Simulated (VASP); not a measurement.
# Ga3Bi2N3 (R32) in VASP: relaxation of cell and atoms with PBE

Aim: the relaxation of cell and atoms of Ga3Bi2N3 with PBE.

All numbers are computed with VASP 6.6.1; they aren't measurements. Logs are shortened: lines on timing, memory, paths and dates and some standing lists are left out, and cuts for length are marked.

### 1 The cell of the first run

It takes space group R32 (No. 155, trigonal). The conventional cell has a = 7.489 Å, b = 7.489 Å, c = 9.165 Å, α = 90.00°, β = 90.00°, γ = 120.00°. Ga (site symmetry 2) has 6 N at 2.65 to 3.30 Å and 4 Bi at 2.97 to 2.98 Å and 4 Ga at 3.16 to 3.27 Å within 3.5 Å. Bi (site symmetry 3) has 6 N at 2.93 to 2.96 Å and 6 Ga at 2.97 to 2.98 Å within 3.9 Å. N (site symmetry 2) has 6 Ga at 2.65 to 3.30 Å and 4 Bi at 2.93 to 2.96 Å and 4 N at 3.21 to 3.35 Å within 3.5 Å.

The cell was built from a structure type or drawn by symmetry, and may not be a known phase.

### 2 Relaxation of cell and atoms, PBE

INCAR

```
ALGO = Normal
EDIFF = 1E-7
EDIFFG = -0.08
ENCUT = 600
GGA = PE
GGA_COMPAT = False
IBRION = 2
ISIF = 3
ISMEAR = 0
LASPH = True
LCHARG = False
LREAL = False
LWAVE = False
NELM = 120
NELMIN = 4
NSW = 36
PREC = Accurate
SIGMA = 0.15
```

KPOINTS

```
k-points
0
Gamma
  2 2 2
```

POSCAR

```
Ga3Bi2N3
1.0
    3.7446521900      2.1619759500      3.0548994700
   -3.7446521900      2.1619759500      3.0548994700
    0.0000000000     -4.3239519000      3.0548994700
Ga Bi N
3 2 3
Direct
    0.7437973800      0.2562026200      0.5000000000
    0.2562026200      0.5000000000      0.7437973800
    0.5000000000      0.7437973800      0.2562026200
    0.2443119100      0.2443119100      0.2443119100
    0.7556880900      0.7556880900      0.7556880900
    0.7414399500      0.2585600500      0.0000000000
    0.2585600500      0.0000000000      0.7414399500
    0.0000000000      0.7414399500      0.2585600500
```

Potentials or basis: VASP PAW PBE potentials, release 64 (Ga_d, Bi_d, N).

The run is started by

```bash
> cat potpaw_PBE.64/Ga_d/POTCAR potpaw_PBE.64/Bi_d/POTCAR potpaw_PBE.64/N/POTCAR > POTCAR
> mpirun -np 1 vasp_std > vasp.out
```

OUTCAR:

```text
EDIFF = 1E-7
   EDIFFG = -0.08
   ENCUT = 600
   GGA = PE
   IBRION = 2
   ISIF = 3
   ISMEAR = 0
   LASPH = True
   LREAL = False
   NELM = 120
   NELMIN = 4
   NSW = 36
   PREC = Accurate

 ion  position               nearest neighbor table
   1  0.744  0.256  0.500-   4 2.97   5 2.97   4 2.98   5 2.98
   2  0.256  0.500  0.744-   4 2.97   5 2.97   5 2.98   4 2.98
   3  0.500  0.744  0.256-   4 2.97   5 2.97   4 2.98   5 2.98
   4  0.244  0.244  0.244-   1 2.97   2 2.97   3 2.97   3 2.98   1 2.98   2 2.98
   5  0.756  0.756  0.756-   1 2.97   2 2.97   3 2.97   2 2.98   1 2.98   3 2.98
   6  0.741  0.259  0.000-
   7  0.259  0.000  0.741-
   8  0.000  0.741  0.259-

  LATTYP: Found a trigonal (rhomboedric) cell.
 ALAT       =     5.2942393981
 COS(alpha) =    -0.0005661729

  Lattice vectors:

 A1 = (   3.7446521900,   2.1619759500,   3.0548994700)
 A2 = (  -3.7446521900,   2.1619759500,   3.0548994700)
 A3 = (   0.0000000000,  -4.3239519000,   3.0548994700)

Analysis of symmetry for initial positions (statically):
=====================================================================
 Subroutine PRICEL returns:
 Original cell was already a primitive cell.

 Routine SETGRP: Setting up the symmetry group for a
 trigonal (rhombohedral) supercell.

 Subroutine GETGRP returns: Found  6 space group operations
 (whereof  6 operations were pure point group operations)
 out of a pool of 12 trial point group operations.

The static configuration has the point symmetry D_3 .

Analysis of symmetry for dynamics (positions and initial velocities):
=====================================================================
 Subroutine PRICEL returns:
 Original cell was already a primitive cell.

 Routine SETGRP: Setting up the symmetry group for a
 trigonal (rhombohedral) supercell.

 Subroutine GETGRP returns: Found  6 space group operations
 (whereof  6 operations were pure point group operations)
 out of a pool of 12 trial point group operations.

The dynamic configuration has the point symmetry D_3 .

 Subroutine INISYM returns: Found  6 space group operations
 (whereof  6 operations are pure point group operations),
 and found     1 'primitive' translations

----------------------------------------------------------------------------------------

                                     Primitive cell

  volume of cell :     148.3920

  direct lattice vectors                    reciprocal lattice vectors
     3.744652190  2.161975950  3.054899470     0.133523749  0.077089973  0.109114338
    -3.744652190  2.161975950  3.054899470    -0.133523749  0.077089973  0.109114338
     0.000000000 -4.323951900  3.054899470     0.000000000 -0.154179945  0.109114338

  length of vectors
     5.294239398  5.294239398  5.294239398     0.188884606  0.188884606  0.188884606

  position of ions in fractional coordinates (direct lattice)
     0.743797380  0.256202620  0.500000000
     0.256202620  0.500000000  0.743797380
     0.500000000  0.743797380  0.256202620
     0.244311910  0.244311910  0.244311910
     0.755688090  0.755688090  0.755688090
     0.741439950  0.258560050  0.000000000
     0.258560050  0.000000000  0.741439950
     0.000000000  0.741439950  0.258560050

  ion indices of the primitive-cell ions
   primitive index   ion index
                 1           1
                 2           2
                 3           3
                 4           4
                 5           5
                 6           6
                 7           7
                 8           8

----------------------------------------------------------------------------------------

 KPOINTS: k-points

Automatic generation of k-mesh.
 Grid dimensions read from file:
 generate k-points for:    2    2    2

 Generating k-lattice:

  Cartesian coordinates                     Fractional coordinates (reciprocal lattice)
     0.066761875  0.038544986  0.054557169     0.500000000  0.000000000  0.000000000
    -0.066761875  0.038544986  0.054557169     0.000000000  0.500000000  0.000000000
     0.000000000 -0.077089973  0.054557169     0.000000000  0.000000000  0.500000000

  Length of vectors
     0.094442303  0.094442303  0.094442303

  Shift w.r.t. Gamma in fractional coordinates (k-lattice)
     0.000000000  0.000000000  0.000000000

 Subroutine IBZKPT returns following result:
 ===========================================

 Found      4 irreducible k-points:

 Following reciprocal coordinates:
            Coordinates               Weight
  0.000000  0.000000  0.000000      1.000000
  0.500000 -0.000000  0.000000      3.000000
  0.500000  0.500000  0.000000      3.000000
  0.500000  0.500000  0.500000      1.000000
   k-points           NKPTS =      4   k-points in BZ     NKDIM =      4   number of bands    NBANDS=     50
   number of dos      NEDOS =    301   number of ions     NIONS =      8
   total plane-waves  NPLWV =  74088
   dimension x,y,z NGX =    42 NGY =   42 NGZ =   42
   dimension x,y,z NGXF=    84 NGYF=   84 NGZF=   84
   ions per type =               3   2   3
   NGX,Y,Z   is equivalent  to a cutoff of  13.19, 13.19, 13.19 a.u.
   NGXF,Y,Z  is equivalent  to a cutoff of  26.38, 26.38, 26.38 a.u.
 SYSTEM =  unknown system
   PREC   = accura    normal or accurate (medium, high low for compatibility)
   ISTART =      0    job   : 0-new  1-cont  2-samecut
   ICHARG =      2    charge: 1-file 2-atom 10-const
   ISPIN  =      1    spin polarized calculation?
   LNONCOLLINEAR =      F non collinear calculations
   LSORBIT =      F    spin-orbit coupling
   LASPH  =      T    aspherical Exc in radial PAW
   ENCUT  =  600.0 eV  44.10 Ry    6.64 a.u.  10.57 10.57 10.57*2*pi/ulx,y,z
   NELM   =    120;   NELMIN=  4; NELMDL= -5     # of ELM steps
   EDIFF  = 0.1E-06   stopping-criterion for ELM
   LREAL  =      F    real-space projection
   EDIFFG = -.8E-01   stopping-criterion for IOM
   NSW    =     36    number of steps for IOM
   IBRION =      2    ionic relax: 0-MD 1-quasi-New 2-CG
   NFREE  =      1    steps in history (QN), initial steepest desc. (CG)
   ISIF   =      3    stress and relaxation
   ISYM   =      2    0-nonsym 1-usesym 2-fastsym
   POTIM  = 0.5000    time-step for ionic-motion
   TEBEG  =    0.0;   TEEND  =   0.0 temperature during run
   PSTRESS=    0.0 pullay stress
   NELECT =      84.0000    total number of electrons
   NUPDOWN=      -1.0000    fix difference up-down
   EMIN   =  10.00;   EMAX   =-10.00  energy-range for DOS
   EFERMI =   0.00;   METHOD = LEGACY
   ISMEAR =     0;   SIGMA  =   0.15  broadening in eV -4-tet -1-fermi 0-gaus
   EFERMI_NEDOS =   21; number of points for ismear=-14 and -15
   IALGO  =     38    algorithm
   IMIX   =      4    mixing-type and parameters
     AMIX     =   0.40;   BMIX     =  1.00
     AMIX_MAG =   1.60;   BMIX_MAG =  1.00
  volume/ion in A,a.u.               =      18.55       125.17
  Fermi-wavevector in a.u.,A,eV,Ry     =   1.354247  2.559155 24.952865  1.833984
  Thomas-Fermi vector in A             =   2.481434
   LORBIT       =      0    0 simple, 1 ext, 2 COOP (PROOUT), +10 PAW based schemes
   GGA     = PE    functional components
   LHFCALC =     F    Hartree Fock is set to
   AEXX    =    0.0000 exact exchange contribution
   IVDW    =     0    specifies the selected vdW correction
   LEPSILON=     F    determine dielectric tensor
   LRPA    =     F    only Hartree local field effects (RPA)
 conjugate gradient relaxation of ions
 non-spin polarized calculation
 Gauss-broadening in eV      SIGMA  =   0.15
  energy-cutoff  :      600.00
  volume of cell :      148.39
 maximum number of plane-waves:      4972
   NGX = 21   NGY = 21   NGZ = 21

--------------------------------------- Ionic step        1  -------------------------------------------

 number of electron      83.9999978 magnetization

 Free energy of the ion-electron system (eV)
  ---------------------------------------------------
  ext. energy  EPLUGINS =         0.00000000
  ---------------------------------------------------
  free energy    TOTEN  =       -29.48959568 eV

  energy without entropy =      -29.35857123  energy(sigma->0) =      -29.42408346

------------------------ aborting loop because EDIFF is reached ----------------------------------------

  FORCE on cell =-STRESS in cart. coord.  units (eV):
  Direction    XX          YY          ZZ          XY          YZ          ZX
  --------------------------------------------------------------------------------------
  -------------------------------------------------------------------------------------
  Total       -4.3211418     -4.3211418     -5.1349117      0.0000000      0.0000000      0.0000000
  in kB      -46.6550415    -46.6550415    -55.4412543      0.0000000      0.0000000      0.0000000
  external PRESSURE =     -49.5837791 kB  Pullay stress =       0.0000000 kB
[... 107 lines left out ...]
  FREE ENERGIE OF THE ION-ELECTRON SYSTEM (eV)
  ---------------------------------------------------
  free  energy   TOTEN  =       -30.3515962975 eV

  energy  without entropy=      -30.2402733459  energy(sigma->0) =      -30.29593482

[... ionic steps 4 to 17 ...]

--------------------------------------- Ionic step       18  -------------------------------------------

 number of electron      83.9999993 magnetization

------------------------ aborting loop because EDIFF is reached ----------------------------------------

  FORCE on cell =-STRESS in cart. coord.  units (eV):
  Direction    XX          YY          ZZ          XY          YZ          ZX
  --------------------------------------------------------------------------------------
  -------------------------------------------------------------------------------------
  Total       -0.3398676     -0.3398676      0.2537465      0.0000000      0.0000000      0.0000000
  in kB       -3.6525783     -3.6525783      2.7270291      0.0000000      0.0000000      0.0000000
  external PRESSURE =      -1.5260425 kB  Pullay stress =       0.0000000 kB
[... 69 lines left out ...]
  energy  without entropy=      -33.0232555225  energy(sigma->0) =      -33.05378929

--------------------------------------- Ionic step       20  -------------------------------------------

 number of electron      83.9999966 magnetization

 Free energy of the ion-electron system (eV)
  ---------------------------------------------------
  ext. energy  EPLUGINS =         0.00000000
  ---------------------------------------------------
  free energy    TOTEN  =       -33.08735099 eV

  energy without entropy =      -33.02616826  energy(sigma->0) =      -33.05675962

 E-fermi :   5.5324     XC(G=0): -10.4952

 val. band max:        5.2475249379   @ k =   0.5000  -0.0000   0.0000
 cond. band min:       5.5428015706   @ k =   0.5000   0.5000   0.0000
 fundamental gap:      0.2952766327
 Fermi energy:         5.5323779914

 k-point     1 :       0.0000    0.0000    0.0000
  band No.  band energies     occupation
      1     -17.4053      2.00000
      2     -17.3740      2.00000
      3     -17.3740      2.00000
      4     -17.2582      2.00000
      5     -17.2582      2.00000
      6     -17.2526      2.00000
[... 42 lines left out ...]
     49      10.0545      0.00000
     50      10.0545      0.00000

 k-point     2 :       0.5000   -0.0000    0.0000
  band No.  band energies     occupation
      1     -17.4045      2.00000
      2     -17.3729      2.00000
      3     -17.3701      2.00000
      4     -17.2589      2.00000
      5     -17.2564      2.00000
      6     -17.2542      2.00000
[... 42 lines left out ...]
     49       9.5223      0.00000
     50       9.8310      0.00000

 k-point     3 :       0.5000    0.5000    0.0000
  band No.  band energies     occupation
      1     -17.4044      2.00000
      2     -17.3701      2.00000
      3     -17.3683      2.00000
      4     -17.2584      2.00000
      5     -17.2574      2.00000
      6     -17.2525      2.00000
[... 42 lines left out ...]
     49       9.5141      0.00000
     50       9.6227      0.00000

 k-point     4 :       0.5000    0.5000    0.5000
  band No.  band energies     occupation
      1     -17.4028      2.00000
      2     -17.3662      2.00000
      3     -17.3662      2.00000
      4     -17.2559      2.00000
      5     -17.2559      2.00000
      6     -17.2537      2.00000
[... 77 lines left out ...]
  FREE ENERGIE OF THE ION-ELECTRON SYSTEM (eV)
  ---------------------------------------------------
  free  energy   TOTEN  =       -33.0873509861 eV

  energy  without entropy=      -33.0261682579  energy(sigma->0) =      -33.05675962

 reached required accuracy - stopping structural energy minimisation
```

Run time: 25 min. Hardware: 1 thread of Intel Xeon 8259CL, shared host; peak memory 0.29 GiB.

What came out:

* Free energy: -33.0874 eV
* Relaxed volume: 18.63 Å³/atom
* Relaxed cell: a = 5.311 Å, b = 5.311 Å, c = 5.311 Å, α = 93.25°, β = 93.25°, γ = 93.25°
* Space group after relaxing (to 0.1 Å): R32 (No. 155)
* Energy gained by relaxing: 449.7 meV/atom
* Ionic steps: 20
* Pressure after relaxing: -0.3 GPa
* Largest force after relaxing: 0.053 eV/Å
* Band gap on the k mesh: zero (bands 42 and 43 overlap by 0.52 eV)

Forces in eV/Å, atoms in the order of the input:
```
Ga  -0.018  0.000  0.000
Ga   0.009  0.015  0.000
Ga   0.009 -0.015  0.000
Bi   0.000  0.000 -0.053
Bi   0.000  0.000  0.053
N    0.020  0.000  0.000
N   -0.010 -0.017  0.000
N   -0.010  0.017  0.000
```

Stress tensor (GPa, compression positive):
```
-0.35  0.00  0.00
 0.00 -0.35  0.00
 0.00  0.00 -0.25
```

Step by step:
```tsv
step	energy change (eV)	largest force (eV/Å)	pressure (GPa)	volume (Å³)
1	0.0000	1.8767	-4.96	148.39
2	-0.6118	2.1942	-0.98	136.40
3	-0.8620	2.2685	9.58	120.46
4	-0.8919	2.3252	6.18	124.36
5	-1.2438	2.1877	7.20	122.87
6	-1.8733	1.3278	13.81	118.37
7	-2.3454	1.2286	10.76	123.17
8	-2.4911	2.7820	9.08	128.65
9	-2.9776	1.1304	2.98	136.06
10	-3.1347	1.1627	-1.97	144.37
11	-3.2539	0.9730	-1.63	144.36
12	-3.4881	0.4483	-0.15	144.33
13	-3.2569	1.5823	4.34	144.25
14	-3.5260	0.3711	0.76	144.31
15	-3.5273	0.3527	0.97	144.31
16	-3.5622	0.2414	0.54	146.16
17	-3.5816	0.1365	0.04	148.90
18	-3.5874	0.1103	-0.15	149.08
19	-3.5947	0.1809	-0.63	149.56
20	-3.5978	0.0526	-0.32	149.03
```

Final structure:
```xyz
8
Lattice="3.8602 2.2287 2.8870 -3.8602 2.2287 2.8870 0.0000 -4.4574 2.8870" Properties=species:S:1:pos:R:3 pbc="T T T"
Ga    1.6119    0.0000    4.3306
Ga   -0.8059   -1.3959    4.3306
Ga   -0.8059    1.3959    4.3306
Bi    0.0000    0.0000    1.4989
Bi    0.0000    0.0000    7.1622
N     2.1422    2.2287    2.8870
N     0.8590   -2.9695    2.8870
N     0.8590    2.9695    5.7741
```

Caveat: the k points lie up to 0.59 Å⁻¹ apart in the final cell, too coarse for converged energies and pressures of a metal; spin-orbit coupling is left out, which moves the levels of the heavy elements; the relaxation stopped at a loose force limit of 0.08 eV/Å, so its end isn't a converged minimum.
